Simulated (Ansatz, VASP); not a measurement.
Two plane-wave programs on CdSe

```xyz
2
Lattice="0.0000 3.0982 3.0982 3.0982 0.0000 3.0982 3.0982 3.0982 0.0000" Properties=species:S:1:pos:R:3 pbc="T T T"
Cd    0.0000    0.0000    0.0000
Se    1.5491    1.5491    1.5491
```

Alike in both runs: functional PBE; k mesh 8 × 8 × 8; occupations gaussian, width 0.02 eV; no spin polarisation.

Ansatz relaxed the structure, and its values are those at the end. VASP's run is a single point on that final structure, the one shown.

|  | VASP | Ansatz |
| --- | --- | --- |
| version | VASP 6.6.1 | Ansatz 0.2.0 |
| potentials or method | VASP PAW PBE potentials, release 64 (Cd, Se), cutoff 500 eV | scalar-relativistic, plane waves, PAW |
| valence electrons in the cell | 18 | 36 |

VASP gave:

```
gap on the k mesh at the Fermi level (eV) : 0.49
least direct gap on the mesh (eV)         : 0.49
pressure (GPa)                            : 0.2
```

**Question.** Which values does Ansatz return?

**Answer.** gap on the k mesh at the Fermi level (eV): 0.49; least direct gap on the mesh (eV): 0.49; pressure (GPa): 0.0.

VASP's potentials hold 18 valence electrons a cell and Ansatz's 36, so a difference there can come from the potentials and not from the codes.
